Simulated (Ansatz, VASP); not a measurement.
**Pt in VASP and in Ansatz**

INCAR

```
SYSTEM = Pt
ALGO = Normal ; EDIFF = 1E-6
ENCUT = 520 ; GGA = PS
ISIF = 2 ; ISMEAR = -1
LASPH = .True. ; LCHARG = .True.
LELF = .True. ; LREAL = .False.
LVHAR = .True. ; LWAVE = .False.
NBANDS = 17 ; NELM = 100
PREC = Accurate ; SIGMA = 0.05
```

Contents of KPOINTS:

```
k-points
0
Gamma
  6 6 3
  0 0 0
```

The input POSCAR:

```
Pt
1.0
    2.7606656158      0.0000000000      0.0000000000
   -1.3803328079      2.3908065546      0.0000000000
    0.0000000000      0.0000000000      4.7921340000
Pt
2
Direct
    0.3333333333      0.6666666667      0.2500000000
    0.6666666667      0.3333333333      0.7500000000
```

File input.yaml:

```yaml
crystal:
  lattice:
    - [2.7606656158, 0.0, 0.0]
    - [-1.3803328079, 2.3908065546, 0.0]
    - [0.0, 0.0, 4.792134]
  atoms:
    - { symbol: Pt, position: [0.3333333333, 0.6666666667, 0.25] }
    - { symbol: Pt, position: [0.6666666667, 0.3333333333, 0.75] }
hamiltonian:
  xc: pbesol
  pseudopotentials: { kind: paw }
kpoints:
  mp_grid: { grid: [6, 6, 3] }
scf:
  occupations: { method: fermi_dirac, width: 0.05 }
  n_extra_bands: 6
output:
  forces: true
  stress: true
  eigenvalues: true
  dos: { projected: true, de: 0.05, nscf_kmesh: { grid: [9, 9, 5] } }
```

Alike in both runs: functional PBEsol; k mesh 6 × 6 × 3; occupations fermi-dirac, width 0.05 eV; no spin polarisation.

```csv
,VASP,Ansatz
version,VASP 6.6.1,Ansatz 0.2.0
potentials or method,"VASP PAW PBE potentials, release 64 (Pt)",Ansatz PAW
plane-wave cutoff (eV),520,420
valence electrons in the cell,20,36
task,single point,projected density of states
```

|  | VASP | Ansatz | Ansatz less VASP |
| --- | --- | --- | --- |
| gap on the k mesh at the Fermi level (eV) | none | none | - |
| pressure (GPa) | -12.3 | -11.9 | +0.40 |
| traceless stress, the component that is largest in VASP (GPa) | -1.14 | -1.14 | 0.000 |

VASP's potentials were made for PBE, not for PBEsol. A gap of «none» marks a metal or a gap that the smearing closes. VASP's potentials hold 20 valence electrons a cell and Ansatz's 36, so a difference there can come from the potentials and not from the codes.

The k mesh is coarse, so the values compare programs but aren't converged. Neither program's run includes spin-orbit coupling.
